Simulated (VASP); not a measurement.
# LiH (R3m) in VASP: notebook

Runs on LiH. Level: PBE. Tasks: single point.

Program: VASP 6.6.1. These are calculated values, not measurements. Logs are shortened: lines on timing, memory, paths and dates and some standing lists are left out, and cuts for length are marked.

## Step 1: The cell of the first run

Symmetry: R3m, No. 160, trigonal system. The conventional cell has a = 2.874 Å, b = 2.874 Å, c = 7.041 Å, α = 90.00°, β = 90.00°, γ = 120.00°. Within 2.6 Å of Li (site symmetry 3m) lie 6 H at 1.98 to 2.09 Å. Within 2.6 Å of H (site symmetry 3m) lie 6 Li at 1.98 to 2.09 Å.

## Step 2: Single point, PBE (all H atoms moved -0.100 Å, as atom 2 along Cartesian [1 1 1])

The input, INCAR:

```
  ALGO = Normal
  EDIFF = 1E-6
  ENCUT = 750
  GGA = PE
  GGA_COMPAT = F
  ISIF = 2
  ISMEAR = 0
  LASPH = T
  LCHARG = F
  LREAL = F
  LWAVE = F
  NBANDS = 9
  NELM = 120
  PREC = Accurate
  SIGMA = 0.05
```

The input, KPOINTS:

```
k-points
0
Gamma
  10 10 10
```

The input, POSCAR:

```
LiH
1.0
    0.0000000000      2.0325000000      2.0325000000
    2.0325000000      0.0000000000      2.0325000000
    2.0325000000      2.0325000000      0.0000000000
Li H
1 1
Direct
    0.0000000000      0.0000000000      0.0000000000
    0.4857970413      0.4857970413      0.4857970413
```

Potentials or basis: VASP PAW PBE potentials, release 64 (Li_sv, H).

On the command line:

```console
$ cat potpaw_PBE.64/Li_sv/POTCAR potpaw_PBE.64/H/POTCAR > POTCAR
$ mpirun -np 1 vasp_std > vasp.out
```

OUTCAR:

```text
EDIFF = 1E-6
   ENCUT = 750
   GGA = PE
   ISIF = 2
   ISMEAR = 0
   LASPH = T
   LREAL = F
   NELM = 120
   PREC = Accurate

 ion  position               nearest neighbor table
   1  0.000  0.000  0.000-
   2  0.486  0.486  0.486-

  LATTYP: Found a face centered cubic cell.
 ALAT       =     4.0650000000

  Lattice vectors:

 A1 = (   0.0000000000,   2.0325000000,   2.0325000000)
 A2 = (   2.0325000000,   0.0000000000,   2.0325000000)
 A3 = (   2.0325000000,   2.0325000000,   0.0000000000)

Analysis of symmetry for initial positions (statically):
=====================================================================
 Subroutine PRICEL returns:
 Original cell was already a primitive cell.

 Routine SETGRP: Setting up the symmetry group for a
 face centered cubic supercell.

 Subroutine GETGRP returns: Found  6 space group operations
 (whereof  6 operations were pure point group operations)
 out of a pool of 48 trial point group operations.

The static configuration has the point symmetry C_3v.

Analysis of symmetry for dynamics (positions and initial velocities):
=====================================================================
 Subroutine PRICEL returns:
 Original cell was already a primitive cell.

 Routine SETGRP: Setting up the symmetry group for a
 face centered cubic supercell.

 Subroutine GETGRP returns: Found  6 space group operations
 (whereof  6 operations were pure point group operations)
 out of a pool of 48 trial point group operations.

The dynamic configuration has the point symmetry C_3v.

 Subroutine INISYM returns: Found  6 space group operations
 (whereof  6 operations are pure point group operations),
 and found     1 'primitive' translations

----------------------------------------------------------------------------------------

                                     Primitive cell

  volume of cell :      16.7927

  direct lattice vectors                    reciprocal lattice vectors
     0.000000000  2.032500000  2.032500000    -0.246002460  0.246002460  0.246002460
     2.032500000  0.000000000  2.032500000     0.246002460 -0.246002460  0.246002460
     2.032500000  2.032500000  0.000000000     0.246002460  0.246002460 -0.246002460

  length of vectors
     2.874389066  2.874389066  2.874389066     0.426088760  0.426088760  0.426088760

  position of ions in fractional coordinates (direct lattice)
     0.000000000  0.000000000  0.000000000
     0.485797041  0.485797041  0.485797041

  ion indices of the primitive-cell ions
   primitive index   ion index
                 1           1
                 2           2

----------------------------------------------------------------------------------------

 KPOINTS: k-points

Automatic generation of k-mesh.
 Grid dimensions read from file:
 generate k-points for:   10   10   10

 Generating k-lattice:

  Cartesian coordinates                     Fractional coordinates (reciprocal lattice)
    -0.024600246  0.024600246  0.024600246     0.100000000  0.000000000  0.000000000
     0.024600246 -0.024600246  0.024600246     0.000000000  0.100000000  0.000000000
     0.024600246  0.024600246 -0.024600246     0.000000000  0.000000000  0.100000000

  Length of vectors
     0.042608876  0.042608876  0.042608876

  Shift w.r.t. Gamma in fractional coordinates (k-lattice)
     0.000000000  0.000000000  0.000000000

 Subroutine IBZKPT returns following result:
 ===========================================

 Found    116 irreducible k-points:

 Following reciprocal coordinates:
            Coordinates               Weight
  0.000000  0.000000  0.000000      1.000000
  0.100000  0.000000  0.000000      6.000000
  0.100000  0.100000  0.100000      2.000000
  0.200000  0.000000  0.000000      6.000000
  0.200000  0.200000  0.200000      2.000000
  0.300000  0.000000  0.000000      6.000000
[... 16 lines left out ...]
  0.100000  0.100000 -0.400000      6.000000
  0.500000  0.400000  0.500000      6.000000
 [... further k-points ...]
   k-points           NKPTS =    116   k-points in BZ     NKDIM =    116   number of bands    NBANDS=      9
   number of dos      NEDOS =    301   number of ions     NIONS =      2
   total plane-waves  NPLWV =  21952
   dimension x,y,z NGX =    28 NGY =   28 NGZ =   28
   dimension x,y,z NGXF=    56 NGYF=   56 NGZF=   56
   ions per type =               1   1
   NGX,Y,Z   is equivalent  to a cutoff of  16.19, 16.19, 16.19 a.u.
   NGXF,Y,Z  is equivalent  to a cutoff of  32.39, 32.39, 32.39 a.u.
 SYSTEM =  unknown system
   PREC   = accura    normal or accurate (medium, high low for compatibility)
   ISTART =      0    job   : 0-new  1-cont  2-samecut
   ICHARG =      2    charge: 1-file 2-atom 10-const
   ISPIN  =      1    spin polarized calculation?
   LNONCOLLINEAR =      F non collinear calculations
   LSORBIT =      F    spin-orbit coupling
   LASPH  =      T    aspherical Exc in radial PAW
   ENCUT  =  750.0 eV  55.12 Ry    7.42 a.u.   6.42  6.42  6.42*2*pi/ulx,y,z
   NELM   =    120;   NELMIN=  2; NELMDL= -5     # of ELM steps
   EDIFF  = 0.1E-05   stopping-criterion for ELM
   LREAL  =      F    real-space projection
   EDIFFG = 0.1E-04   stopping-criterion for IOM
   NSW    =      0    number of steps for IOM
   IBRION =     -1    ionic relax: 0-MD 1-quasi-New 2-CG
   NFREE  =      0    steps in history (QN), initial steepest desc. (CG)
   ISIF   =      2    stress and relaxation
   ISYM   =      2    0-nonsym 1-usesym 2-fastsym
   POTIM  = 0.5000    time-step for ionic-motion
   TEBEG  =    0.0;   TEEND  =   0.0 temperature during run
   PSTRESS=    0.0 pullay stress
   NELECT =       4.0000    total number of electrons
   NUPDOWN=      -1.0000    fix difference up-down
   EMIN   =  10.00;   EMAX   =-10.00  energy-range for DOS
   EFERMI =   0.00;   METHOD = LEGACY
   ISMEAR =     0;   SIGMA  =   0.05  broadening in eV -4-tet -1-fermi 0-gaus
   EFERMI_NEDOS =   21; number of points for ismear=-14 and -15
   IALGO  =     38    algorithm
   IMIX   =      4    mixing-type and parameters
     AMIX     =   0.40;   BMIX     =  1.00
     AMIX_MAG =   1.60;   BMIX_MAG =  1.00
  volume/ion in A,a.u.               =       8.40        56.66
  Fermi-wavevector in a.u.,A,eV,Ry     =   1.014817  1.917726 14.012000  1.029853
  Thomas-Fermi vector in A             =   2.148066
   LORBIT       =      0    0 simple, 1 ext, 2 COOP (PROOUT), +10 PAW based schemes
   GGA     = PE    functional components
   LHFCALC =     F    Hartree Fock is set to
   AEXX    =    0.0000 exact exchange contribution
   IVDW    =     0    specifies the selected vdW correction
   LEPSILON=     F    determine dielectric tensor
   LRPA    =     F    only Hartree local field effects (RPA)
 non-spin polarized calculation
 Gauss-broadening in eV      SIGMA  =   0.05
  energy-cutoff  :      750.00
  volume of cell :       16.79
 maximum number of plane-waves:       801
 NGX is ok and might be reduce to    28
   NGX = 13   NGY = 13   NGZ = 13

 number of electron       3.9999998 magnetization

 Free energy of the ion-electron system (eV)
  ---------------------------------------------------
  ext. energy  EPLUGINS =         0.00000000
  ---------------------------------------------------
  free energy    TOTEN  =        -6.11865288 eV

  energy without entropy =       -6.11865288  energy(sigma->0) =       -6.11865288

 E-fermi :   0.1737     XC(G=0):  -8.3758

 val. band max:       -0.1282885334   @ k =   0.5000   0.5000   0.0000
 cond. band min:       2.9383954483   @ k =   0.5000   0.5000   0.0000
 fundamental gap:      3.0666839817
 Fermi energy:         0.1737286180

 k-point     1 :       0.0000    0.0000    0.0000
  band No.  band energies     occupation
      1     -44.4235      2.00000
      2      -5.3825      2.00000
      3      15.2468      0.00000
      4      17.3613      0.00000
      5      17.3613      0.00000
      6      17.6256      0.00000
      7      21.9618      0.00000
      8      21.9917      0.00000
      9      21.9917      0.00000

 k-point     2 :       0.1000    0.0000    0.0000
  band No.  band energies     occupation
      1     -44.4198      2.00000
      2      -5.2092      2.00000
      3      14.0012      0.00000
      4      16.2291      0.00000
      5      16.9861      0.00000
      6      17.2500      0.00000
      7      21.4289      0.00000
      8      22.7729      0.00000
      9      22.8045      0.00000

 k-point     3 :       0.1000    0.1000    0.1000
  band No.  band energies     occupation
      1     -44.4198      2.00000
      2      -5.2084      2.00000
      3      13.9375      0.00000
      4      16.5360      0.00000
      5      16.9887      0.00000
      6      16.9887      0.00000
      7      21.4395      0.00000
      8      22.7910      0.00000
      9      22.7910      0.00000

 k-point     4 :       0.2000    0.0000    0.0000
  band No.  band energies     occupation
      1     -44.4100      2.00000
      2      -4.6997      2.00000
      3      10.9527      0.00000
      4      15.0127      0.00000
      5      16.3771      0.00000
      6      16.5290      0.00000
      7      22.2072      0.00000
      8      22.6125      0.00000
      9      22.6154      0.00000
[... 205 lines left out ...]
 k-point    22 :       0.5000    0.1000    0.0000
  band No.  band energies     occupation
      1     -44.3830      2.00000
      2      -2.4743      2.00000
      3       4.8576      0.00000
      4      11.8019      0.00000
      5      14.6277      0.00000
      6      15.5505      0.00000
      7      20.2710      0.00000
      8      21.1170      0.00000
      9      26.1227      0.00000

 k-point    23 :       0.1000    0.1000   -0.4000
  band No.  band energies     occupation
      1     -44.3830      2.00000
      2      -2.4746      2.00000
      3       4.8600      0.00000
      4      11.8074      0.00000
      5      14.5864      0.00000
      6      15.5610      0.00000
      7      20.5179      0.00000
      8      20.8921      0.00000
      9      26.1288      0.00000

 k-point    24 :       0.5000    0.4000    0.5000
  band No.  band energies     occupation
      1     -44.3831      2.00000
      2      -2.4548      2.00000
      3       4.8063      0.00000
      4      11.8496      0.00000
      5      14.5954      0.00000
      6      15.5464      0.00000
      7      20.4979      0.00000
      8      20.8878      0.00000
      9      26.1415      0.00000

 [... further k-points ...]
[... 5 lines left out ...]
  --------------------------------------------------------------------------------------
  -------------------------------------------------------------------------------------
  Total       -0.1568877     -0.1568877     -0.1568877     -0.0023192     -0.0023192     -0.0023192
  in kB      -14.9684877    -14.9684877    -14.9684877     -0.2212703     -0.2212703     -0.2212703
  external PRESSURE =     -14.9684877 kB  Pullay stress =       0.0000000 kB

 VOLUME and BASIS-vectors are now :
 -----------------------------------------------------------------------------
  energy-cutoff  :      750.00
  volume of cell :       16.79
      direct lattice vectors                 reciprocal lattice vectors
     0.000000000  2.032500000  2.032500000    -0.246002460  0.246002460  0.246002460
     2.032500000  0.000000000  2.032500000     0.246002460 -0.246002460  0.246002460
     2.032500000  2.032500000  0.000000000     0.246002460  0.246002460 -0.246002460

 POSITION                                       TOTAL-FORCE (eV/Angst)
 -----------------------------------------------------------------------------------
      0.00000      0.00000      0.00000        -0.054491     -0.054491     -0.054491
      1.97476      1.97476      1.97476         0.054491      0.054491      0.054491
 -----------------------------------------------------------------------------------
    total drift:                               -0.000071     -0.000071     -0.000071

  FREE ENERGIE OF THE ION-ELECTRON SYSTEM (eV)
  ---------------------------------------------------
  free  energy   TOTEN  =        -6.1186528850 eV

  energy  without entropy=       -6.1186528850  energy(sigma->0) =       -6.11865288
```

Run time: 13 s. Hardware: 1 thread of Intel Xeon 6975P-C (Granite Rapids), shared host; peak memory 0.16 GiB.

Results:

```yaml
Free_energy: -6.1187 eV
Pressure: -1.5 GPa
Largest_force: 0.094 eV/Å
Band_gap_on_the_k_mesh: 3.07 eV, direct
```

Forces in eV/Å, atoms in the order of the input:
```
Li  -0.054 -0.054 -0.054
H    0.054  0.054  0.054
```

Levels at points of the mesh, in eV from the valence-band top:
| k point | band 1 | band 2 | band 3 | band 4 | band 5 | band 6 | band 7 |
| --- | --- | --- | --- | --- | --- | --- | --- |
| (0.00, 0.00, 0.00) | -44.30 | -5.25 | 15.38 | 17.49 | 17.49 | 17.75 | 22.09 |
| (0.50, 0.00, 0.00) | -44.26 | -2.49 | 4.83 | 13.34 | 16.11 | 16.14 | 18.73 |
| (0.50, 0.50, 0.50) | -44.26 | -2.47 | 4.78 | 13.39 | 16.14 | 16.14 | 18.70 |
| (0.50, 0.50, 0.00) | -44.24 | 0.00 | 3.07 | 10.63 | 10.63 | 13.74 | 16.72 |

Caveat: the cell differs from its parent crystal (all H atoms moved -0.100 Å, as atom 2 along Cartesian [1 1 1]).

[end of part 1 of 2]
